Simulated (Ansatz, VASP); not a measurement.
Lu: VASP beside Ansatz

File INCAR:

```
SYSTEM = Lu
  PREC = Accurate
  ENCUT = 520
  EDIFF = 1E-7
  ISMEAR = -1
  SIGMA = 0.1
  LREAL = .False.
  LASPH = .True.
  NELM = 60
  ALGO = Normal
  ISIF = 2
  LWAVE = .False.
  LCHARG = .False.
  GGA = PE
  NBANDS = 18
```

The input KPOINTS:

```
Automatic mesh
0
Gamma
  12 12 12
  0 0 0
```

Contents of POSCAR:

```
Lu
1.0
    2.7780999828      0.0000000000      0.0000000000
    0.0000000000      2.7780999828      0.0000000000
    0.0000000000      0.0000000000      2.7780999828
Lu
1
Direct
    0.0000000000      0.0000000000      0.0000000000
```

Input for Ansatz:

```yaml
crystal:
  lattice:
    - [2.7780999828, 0.0, 0.0]
    - [0.0, 2.7780999828, 0.0]
    - [0.0, 0.0, 2.7780999828]
  atoms:
    - { symbol: Lu, position: [0.0, 0.0, 0.0] }
kpoints:
  mp_grid: { grid: [12, 12, 12] }
  band_path:
    path:
      - [0.0, 0.0, 0.0]
      - [0.0, 0.5, 0.0]
      - [0.5, 0.5, 0.0]
      - [0.0, 0.0, 0.0]
      - [0.5, 0.5, 0.5]
      - [0.0, 0.5, 0.0]
      - [0.5, 0.5, 0.5]
      - [0.5, 0.5, 0.0]
    npoints: 8
scf:
  occupations: { method: fermi_dirac, width: 0.1 }
hamiltonian:
  xc: pbe
  pseudopotentials: { kind: all_electron, lapw: { basis_error: 0.001 } }
output:
  forces: true
  stress: true
  eigenvalues: true
  populations: true
  dos: { projected: true, de: 0.2, e_range: [-14, 8] }
```

Change from the starting cell: volume scaled by 0.65, LAPW.

Alike in both runs: task single point; functional PBE; k mesh 12 × 12 × 12; occupations fermi-dirac, width 0.1 eV; no spin polarisation.

|  | VASP | Ansatz |
| --- | --- | --- |
| version | VASP 6.6.1 | Ansatz 0.2.0 |
| potentials or method | VASP PAW PBE potentials, release 64 (Lu), cutoff 520 eV | all-electron LAPW, scalar-relativistic |

VASP gave:

* pressure (GPa): 25.4

Q: What did Ansatz give for the same quantities?

A: Pressure (GPa): 24.6.

Ansatz ran all-electron here, and VASP with PAW potentials.

Neither program's run includes spin-orbit coupling.
